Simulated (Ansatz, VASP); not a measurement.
**One calculation of CdS, two programs**

```
CELL_PARAMETERS angstrom
4.15000 0.00000 0.00000
-2.07500 3.59401 0.00000
0.00000 0.00000 6.93911
ATOMIC_POSITIONS crystal
Cd 0.33333 0.66667 0.00220
Cd 0.66667 0.33333 0.50220
S 0.33333 0.66667 0.37280
S 0.66667 0.33333 0.87280
```

Change from the starting cell: z stretched by +3 %, ions relaxed.

Alike in both runs: functional PBE; k mesh 12 × 12 × 7; occupations fermi-dirac, width 0.02 eV; no spin polarisation.

Ansatz relaxed the structure, and its values are those at the end. VASP's run is a single point on that final structure, the one shown.

|  | VASP | Ansatz |
| --- | --- | --- |
| version | VASP 6.6.1 | Ansatz 0.2.0 |
| potentials or method | VASP PAW PBE potentials, release 64 (Cd, S) | plane-wave PAW, scalar-relativistic |
| plane-wave cutoff (eV) | 520 | 420 |
| valence electrons in the cell | 36 | 52 |

Ansatz gave:

| Item | Value |
| --- | --- |
| gap on the k mesh at the Fermi level (eV) | 1.07 |
| pressure (GPa) | 0.3 |

**Question.** Which values does VASP return?

**Answer.** gap on the k mesh at the Fermi level (eV): 1.07; pressure (GPa): 0.6.

The functional is the same, so the differences come from potentials, cutoffs and numerics. VASP's potentials hold 36 valence electrons a cell and Ansatz's 52, so a difference there can come from the potentials and not from the codes. Ansatz's warnings: stress scf threshold loose.
